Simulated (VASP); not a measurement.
# Al3Cu2 (P-3m1) in VASP: further runs

The runs below take Al3Cu2 through single point, with PBEsol.

Everything below comes from runs of VASP 6.6.1. Logs are shortened: lines on timing, memory, paths and dates and some standing lists are left out, and cuts for length are marked.

### Step 1. The cell of the first run

Symmetry: P-3m1, No. 164, trigonal system. Conventional cell: a = 3.935 Å, b = 3.935 Å, c = 4.982 Å, α = 90.00°, β = 90.00°, γ = 120.00°. Al (site symmetry -3m) has 6 Cu at 2.40 Å and 6 Al at 2.87 Å within 3.2 Å. Within 3.2 Å of Al (site symmetry 3m) lie 5 Cu at 2.45 to 2.54 Å and 6 Al at 2.71 to 2.87 Å. Cu (site symmetry 3m) has 8 Al at 2.40 to 2.54 Å and 3 Cu at 2.76 Å within 3.2 Å.

### Step 2. Single point, PBEsol (strain -0.040 along x and y, +0.000 along z)

File INCAR:

```
PREC = Accurate ; ENCUT = 520
EDIFF = 1E-7 ; ISMEAR = 0
SIGMA = 0.15 ; LREAL = F
LASPH = T ; NELM = 100
ALGO = Fast ; ISIF = 2
LWAVE = F ; LCHARG = F
GGA = PS ; NBANDS = 24
```

File KPOINTS:

```
regular mesh
0
Gamma
  12 12 10
```

File POSCAR:

```
Al3Cu2
1.0
    3.9346421713      0.0000000000      0.0000000000
   -1.9673210856      3.4075000751      0.0000000000
    0.0000000000      0.0000000000      4.9821008669
Al Cu
3 2
Direct
    0.0000000000      0.0000000000      0.0000000000
    0.3333333333      0.6666666667      0.3515059889
    0.6666666667      0.3333333333      0.6484940111
    0.3333333333      0.6666666667      0.8422899951
    0.6666666667      0.3333333333      0.1577100049
```

Potentials or basis: VASP PAW PBE potentials, release 64 (Al, Cu).

Launch:

```
> cat potpaw_PBE.64/Al/POTCAR potpaw_PBE.64/Cu/POTCAR > POTCAR
> mpirun -np 1 vasp_std > vasp.out
```

OUTCAR:

```text
PREC = Accurate
   ENCUT = 520
   EDIFF = 1E-7
   ISMEAR = 0
   LREAL = F
   LASPH = T
   NELM = 100
   ISIF = 2
   GGA = PS

 ion  position               nearest neighbor table
   1  0.000  0.000  0.000-   4 2.40   5 2.40   4 2.40   5 2.40   5 2.40   4 2.40   2 2.87   3 2.87
                             2 2.87   3 2.87   2 2.87   3 2.87
   2  0.333  0.667  0.352-   4 2.45   5 2.47   5 2.47   5 2.47   4 2.54   3 2.71   3 2.71   3 2.71
                             1 2.87   1 2.87   1 2.87
   3  0.667  0.333  0.648-   5 2.45   4 2.47   4 2.47   4 2.47   5 2.54   2 2.71   2 2.71   2 2.71
                             1 2.87   1 2.87   1 2.87
   4  0.333  0.667  0.842-   1 2.40   1 2.40   1 2.40   2 2.45   3 2.47   3 2.47   3 2.47   2 2.54
                             5 2.76   5 2.76   5 2.76
   5  0.667  0.333  0.158-   1 2.40   1 2.40   1 2.40   3 2.45   2 2.47   2 2.47   2 2.47   3 2.54
                             4 2.76   4 2.76   4 2.76

  LATTYP: Found a hexagonal cell.
 ALAT       =     3.9346421713
 C/A-ratio  =     1.2662144739

  Lattice vectors:

 A1 = (   3.9346421713,   0.0000000000,   0.0000000000)
 A2 = (  -1.9673210856,   3.4075000751,   0.0000000000)
 A3 = (   0.0000000000,   0.0000000000,   4.9821008669)

Analysis of symmetry for initial positions (statically):
=====================================================================
 Subroutine PRICEL returns:
 Original cell was already a primitive cell.

 Routine SETGRP: Setting up the symmetry group for a
 hexagonal supercell.

 Subroutine GETGRP returns: Found 12 space group operations
 (whereof 12 operations were pure point group operations)
 out of a pool of 24 trial point group operations.

The static configuration has the point symmetry D_3d.

Analysis of symmetry for dynamics (positions and initial velocities):
=====================================================================
 Subroutine PRICEL returns:
 Original cell was already a primitive cell.

 Routine SETGRP: Setting up the symmetry group for a
 hexagonal supercell.

 Subroutine GETGRP returns: Found 12 space group operations
 (whereof 12 operations were pure point group operations)
 out of a pool of 24 trial point group operations.

The dynamic configuration has the point symmetry D_3d.

 Subroutine INISYM returns: Found 12 space group operations
 (whereof 12 operations are pure point group operations),
 and found     1 'primitive' translations

----------------------------------------------------------------------------------------

                                     Primitive cell

  volume of cell :      66.7965

  direct lattice vectors                    reciprocal lattice vectors
     3.934642171  0.000000000  0.000000000     0.254152717  0.146735140  0.000000000
    -1.967321086  3.407500075  0.000000000     0.000000000  0.293470280  0.000000000
     0.000000000  0.000000000  4.982100867     0.000000000  0.000000000  0.200718538

  length of vectors
     3.934642171  3.934642171  4.982100867     0.293470280  0.293470280  0.200718538

  position of ions in fractional coordinates (direct lattice)
     0.000000000  0.000000000  0.000000000
     0.333333333  0.666666667  0.351505989
     0.666666667  0.333333333  0.648494011
     0.333333333  0.666666667  0.842289995
     0.666666667  0.333333333  0.157710005

  ion indices of the primitive-cell ions
   primitive index   ion index
                 1           1
                 2           2
                 3           3
                 4           4
                 5           5

----------------------------------------------------------------------------------------

 KPOINTS: regular mesh

Automatic generation of k-mesh.
 Grid dimensions read from file:
 generate k-points for:   12   12   10

 Generating k-lattice:

  Cartesian coordinates                     Fractional coordinates (reciprocal lattice)
     0.021179393  0.012227928  0.000000000     0.083333333 -0.000000000  0.000000000
     0.000000000  0.024455857  0.000000000     0.000000000  0.083333333  0.000000000
     0.000000000  0.000000000  0.020071854     0.000000000  0.000000000  0.100000000

  Length of vectors
     0.024455857  0.024455857  0.020071854

  Shift w.r.t. Gamma in fractional coordinates (k-lattice)
     0.000000000  0.000000000  0.000000000

 Subroutine IBZKPT returns following result:
 ===========================================

 Found    162 irreducible k-points:

 Following reciprocal coordinates:
            Coordinates               Weight
  0.000000  0.000000  0.000000      1.000000
  0.083333 -0.000000  0.000000      6.000000
  0.166667  0.000000  0.000000      6.000000
  0.250000 -0.000000  0.000000      6.000000
  0.333333 -0.000000  0.000000      6.000000
  0.416667 -0.000000  0.000000      6.000000
[... 16 lines left out ...]
  0.166667  0.000000  0.100000      6.000000
  0.000000  0.166667  0.100000      6.000000
 [... further k-points ...]
   k-points           NKPTS =    162   k-points in BZ     NKDIM =    162   number of bands    NBANDS=     24
   number of dos      NEDOS =    301   number of ions     NIONS =      5
   total plane-waves  NPLWV =  36000
   dimension x,y,z NGX =    30 NGY =   30 NGZ =   40
   dimension x,y,z NGXF=    60 NGYF=   60 NGZF=   80
   ions per type =               3   2
   NGX,Y,Z   is equivalent  to a cutoff of  12.68, 12.68, 13.35 a.u.
   NGXF,Y,Z  is equivalent  to a cutoff of  25.35, 25.35, 26.69 a.u.
 SYSTEM =  unknown system
   PREC   = accura    normal or accurate (medium, high low for compatibility)
   ISTART =      0    job   : 0-new  1-cont  2-samecut
   ICHARG =      2    charge: 1-file 2-atom 10-const
   ISPIN  =      1    spin polarized calculation?
   LNONCOLLINEAR =      F non collinear calculations
   LSORBIT =      F    spin-orbit coupling
   LASPH  =      T    aspherical Exc in radial PAW
   ENCUT  =  520.0 eV  38.22 Ry    6.18 a.u.   7.32  7.32  9.26*2*pi/ulx,y,z
   NELM   =    100;   NELMIN=  2; NELMDL= -5     # of ELM steps
   EDIFF  = 0.1E-06   stopping-criterion for ELM
   LREAL  =      F    real-space projection
   EDIFFG = 0.1E-05   stopping-criterion for IOM
   NSW    =      0    number of steps for IOM
   IBRION =     -1    ionic relax: 0-MD 1-quasi-New 2-CG
   NFREE  =      0    steps in history (QN), initial steepest desc. (CG)
   ISIF   =      2    stress and relaxation
   ISYM   =      2    0-nonsym 1-usesym 2-fastsym
   POTIM  = 0.5000    time-step for ionic-motion
   TEBEG  =    0.0;   TEEND  =   0.0 temperature during run
   PSTRESS=    0.0 pullay stress
   NELECT =      31.0000    total number of electrons
   NUPDOWN=      -1.0000    fix difference up-down
   EMIN   =  10.00;   EMAX   =-10.00  energy-range for DOS
   EFERMI =   0.00;   METHOD = LEGACY
   ISMEAR =     0;   SIGMA  =   0.15  broadening in eV -4-tet -1-fermi 0-gaus
   EFERMI_NEDOS =   21; number of points for ismear=-14 and -15
   IALGO  =     68    algorithm
   IMIX   =      4    mixing-type and parameters
     AMIX     =   0.40;   BMIX     =  1.00
     AMIX_MAG =   1.60;   BMIX_MAG =  1.00
  volume/ion in A,a.u.               =      13.36        90.15
  Fermi-wavevector in a.u.,A,eV,Ry     =   1.267489  2.395207 21.858144  1.606528
  Thomas-Fermi vector in A             =   2.400634
   LORBIT       =      0    0 simple, 1 ext, 2 COOP (PROOUT), +10 PAW based schemes
   GGA     = PS    functional components
   LHFCALC =     F    Hartree Fock is set to
   AEXX    =    0.0000 exact exchange contribution
   IVDW    =     0    specifies the selected vdW correction
   LEPSILON=     F    determine dielectric tensor
   LRPA    =     F    only Hartree local field effects (RPA)
 non-spin polarized calculation
 RMM-DIIS sequential band-by-band and
 Gauss-broadening in eV      SIGMA  =   0.15
  energy-cutoff  :      520.00
  volume of cell :       66.80
 maximum number of plane-waves:      1819
 NGX is ok and might be reduce to    30
   NGX = 15   NGY = 15   NGZ = 19

 number of electron      30.9999974 magnetization

 Free energy of the ion-electron system (eV)
  ---------------------------------------------------
  ext. energy  EPLUGINS =         0.00000000
  ---------------------------------------------------
  free energy    TOTEN  =       -21.47500242 eV

  energy without entropy =      -21.46271748  energy(sigma->0) =      -21.46885995

 E-fermi :   9.2360     XC(G=0): -11.4314

 val. band max:        9.2358164290   @ k =   0.1667   0.0000   0.5000
 cond. band min:       9.2477335257   @ k =   0.0833   0.0833   0.5000
 fundamental gap:      0.0119170967
 Fermi energy:         9.2360419609

 k-point     1 :       0.0000    0.0000    0.0000
  band No.  band energies     occupation
      1      -2.6171      2.00000
      2       2.2755      2.00000
      3       2.8475      2.00000
      4       3.4662      2.00000
      5       3.4662      2.00000
      6       3.8482      2.00000
[... 16 lines left out ...]
     23      15.2711      0.00000
     24      15.2712      0.00000

 k-point     2 :       0.0833   -0.0000    0.0000
  band No.  band energies     occupation
      1      -2.5272      2.00000
      2       2.3277      2.00000
      3       2.8548      2.00000
      4       3.4774      2.00000
      5       3.4949      2.00000
      6       3.8295      2.00000
[... 16 lines left out ...]
     23      14.9897      0.00000
     24      15.1553      0.00000

 k-point     3 :       0.1667    0.0000    0.0000
  band No.  band energies     occupation
      1      -2.2589      2.00000
      2       2.4691      2.00000
      3       2.8510      2.00000
      4       3.5093      2.00000
      5       3.5776      2.00000
      6       3.7785      2.00000
[... 16 lines left out ...]
     23      14.8764      0.00000
     24      15.4508      0.00000

 k-point     4 :       0.2500   -0.0000    0.0000
  band No.  band energies     occupation
      1      -1.8169      2.00000
      2       2.6406      2.00000
      3       2.7527      2.00000
      4       3.4796      2.00000
      5       3.7004      2.00000
      6       3.7659      2.00000
[... 16 lines left out ...]
     23      15.1134      0.00000
     24      15.5594      0.00000

 k-point     5 :       0.3333   -0.0000    0.0000
  band No.  band energies     occupation
      1      -1.2105      2.00000
      2       2.3105      2.00000
      3       2.7373      2.00000
      4       3.4335      2.00000
      5       3.8224      2.00000
      6       3.8294      2.00000
[... 16 lines left out ...]
     23      15.7771      0.00000
     24      16.9604      0.00000

 k-point     6 :       0.4167   -0.0000    0.0000
  band No.  band energies     occupation
      1      -0.4640      2.00000
      2       1.4761      2.00000
      3       2.7420      2.00000
      4       3.5277      2.00000
      5       3.8563      2.00000
      6       3.8838      2.00000
[... 16 lines left out ...]
     23      17.2590      0.00000
     24      18.5433      0.00000
[... 379 lines left out ...]
 k-point    21 :       0.0833   -0.0000    0.1000
  band No.  band energies     occupation
      1      -2.4707      2.00000
      2       1.9147      2.00000
      3       3.0408      2.00000
      4       3.4702      2.00000
      5       3.4871      2.00000
      6       3.8348      2.00000
[... 16 lines left out ...]
     23      15.0910      0.00000
     24      15.4361      0.00000

 k-point    22 :       0.0000    0.0833    0.1000
  band No.  band energies     occupation
      1      -2.4706      2.00000
      2       1.9130      2.00000
      3       3.0435      2.00000
      4       3.4702      2.00000
      5       3.4873      2.00000
      6       3.8230      2.00000
[... 16 lines left out ...]
     23      15.1951      0.00000
     24      15.3255      0.00000

 k-point    23 :       0.1667    0.0000    0.1000
  band No.  band energies     occupation
      1      -2.2028      2.00000
      2       2.0974      2.00000
      3       2.9952      2.00000
      4       3.4712      2.00000
      5       3.5713      2.00000
      6       3.8202      2.00000
[... 16 lines left out ...]
     23      15.3149      0.00000
     24      15.4968      0.00000

 k-point    24 :       0.0000    0.1667    0.1000
  band No.  band energies     occupation
      1      -2.2024      2.00000
      2       2.0821      2.00000
      3       2.9999      2.00000
      4       3.5117      2.00000
      5       3.5675      2.00000
      6       3.7720      2.00000
[... 16 lines left out ...]
     23      15.1509      0.00000
     24      15.4361      0.00000

 [... further k-points ...]
[... 5 lines left out ...]
  --------------------------------------------------------------------------------------
  -------------------------------------------------------------------------------------
  Total        6.1583218      6.1583218      2.2431247      0.0000000     -0.0000000      0.0000000
  in kB      147.7132072    147.7132072     53.8034807      0.0000000     -0.0000000      0.0000000
  external PRESSURE =     116.4099650 kB  Pullay stress =       0.0000000 kB

 VOLUME and BASIS-vectors are now :
 -----------------------------------------------------------------------------
  energy-cutoff  :      520.00
  volume of cell :       66.80
      direct lattice vectors                 reciprocal lattice vectors
     3.934642171  0.000000000  0.000000000     0.254152717  0.146735140  0.000000000
    -1.967321086  3.407500075  0.000000000     0.000000000  0.293470280  0.000000000
     0.000000000  0.000000000  4.982100867     0.000000000  0.000000000  0.200718538

 POSITION                                       TOTAL-FORCE (eV/Angst)
 -----------------------------------------------------------------------------------
      0.00000      0.00000      0.00000         0.000000      0.000000     -0.000000
     -0.00000      2.27167      1.75124        -0.000000     -0.000000      0.079138
      1.96732      1.13583      3.23086         0.000000      0.000000     -0.079138
     -0.00000      2.27167      4.19637         0.000000      0.000000     -0.124682
      1.96732      1.13583      0.78573         0.000000     -0.000000      0.124682
 -----------------------------------------------------------------------------------
    total drift:                               -0.000000      0.000000     -0.000000

  FREE ENERGIE OF THE ION-ELECTRON SYSTEM (eV)
  ---------------------------------------------------
  free  energy   TOTEN  =       -21.4750024166 eV

  energy  without entropy=      -21.4627174781  energy(sigma->0) =      -21.46885995
```

Run time: 6.5 min. Hardware: 1 thread of Intel Xeon Platinum 8259CL at 2.50GHz (Skylake/Cascade Lake), shared host; peak memory 0.34 GiB.

What came out:

- Free energy: -21.4750 eV
- Pressure: 11.6 GPa
- Largest force: 0.125 eV/Å
- Band gap on the k mesh: zero (an odd number of electrons rules out a gap without spin polarisation)

Forces in eV/Å, atoms in the order of the input:
```
Al   0.000  0.000  0.000
Al   0.000  0.000  0.079
Al   0.000  0.000 -0.079
Cu   0.000  0.000 -0.125
Cu   0.000  0.000  0.125
```

Stress tensor (GPa, compression positive):
```
14.77  0.00  0.00
 0.00 14.77  0.00
 0.00  0.00  5.38
```

Levels at points of the mesh, in eV from the Fermi level:
```
           k point  band 12  band 13  band 14  band 15  band 16  band 17  band 18  band 19  band 20  band 21
(0.00, 0.00, 0.00)    -3.95    -3.93     0.04     0.04     1.70     1.70     3.37     3.61     5.66     5.66
(0.50, 0.00, 0.00)    -4.33    -3.35    -3.05    -2.85    -0.87     0.01     0.59     3.06     3.91     5.07
(0.00, 0.00, 0.50)    -4.40     1.41     1.44     1.44     1.50     1.50     2.33     2.87     2.87     3.64
(0.50, 0.00, 0.50)    -4.46    -4.41    -3.70    -1.78    -0.10     0.98     1.44     4.83     5.20     5.29
```

Caveat: the cell differs from its parent crystal (strain -0.040 along x and y, +0.000 along z); the cell stands under pressure; the PAW data sets were made with another functional, which shifts forces and pressure a little.

### Step 3. Single point, PBEsol (strain +0.000 along x and y, -0.040 along z)

File INCAR:

```
  ALGO = Fast
  EDIFF = 1E-7
  ENCUT = 520
  GGA = PS
  ISIF = 2
  ISMEAR = 0
  LASPH = T
  LCHARG = F
  LREAL = F
  LWAVE = F
  NBANDS = 24
  NELM = 60
  PREC = Accurate
  SIGMA = 0.15
```

File KPOINTS:

```
k-points
0
Gamma
  12 12 10
```

POSCAR, as its differences from that of step 2:

```diff
@@ -2,5 +2,5 @@
 1.0
-    3.9346421713      0.0000000000      0.0000000000
-   -1.9673210856      3.4075000751      0.0000000000
-    0.0000000000      0.0000000000      4.9821008669
+    4.0985855951      0.0000000000      0.0000000000
+   -2.0492927975      3.5494792449      0.0000000000
+    0.0000000000      0.0000000000      4.7828168322
 Al Cu
```

Potentials or basis: VASP PAW PBE potentials, release 64 (Al, Cu).

Launch:

```
> cat potpaw_PBE.64/Al/POTCAR potpaw_PBE.64/Cu/POTCAR > POTCAR
> mpirun -np 1 vasp_std > vasp.out
```

Wall time 7 min (1 thread of Intel Xeon Platinum 8259CL at 2.50GHz (Skylake/Cascade Lake), shared host); peak memory 0.35 GiB.

It converged, with:

```
Free energy            : -21.6072 eV
Pressure               : 5.9 GPa
Largest force          : 0.189 eV/Å
Band gap on the k mesh : zero (an odd number of electrons rules out a gap without spin polarisation)
```

Forces in eV/Å, atoms in the order of the input:
```
Al   0.000  0.000  0.000
Al   0.000  0.000 -0.001
Al   0.000  0.000  0.001
Cu   0.000  0.000  0.189
Cu   0.000  0.000 -0.189
```

Stress tensor (GPa, compression positive):
```
 2.42  0.00  0.00
 0.00  2.42  0.00
 0.00  0.00 12.91
```

Levels at points of the mesh, in eV from the Fermi level:
```
           k point  band 13  band 14  band 15  band 16  band 17  band 18
(0.00, 0.00, 0.00)    -3.61    -0.48    -0.48     1.11     1.11     2.35
(0.50, 0.00, 0.00)    -3.36    -2.89    -2.49    -0.52    -0.03     0.46
(0.00, 0.00, 0.50)     1.07     1.07     1.11     1.11     1.93     2.33
(0.50, 0.00, 0.50)    -4.24    -3.61    -1.93    -0.23     0.59     0.82
```

Caveat: the cell differs from its parent crystal (strain +0.000 along x and y, -0.040 along z); the cell stands under pressure; the PAW data sets were made with another functional, which shifts forces and pressure a little.

(Part 1 of 2 ends here.)
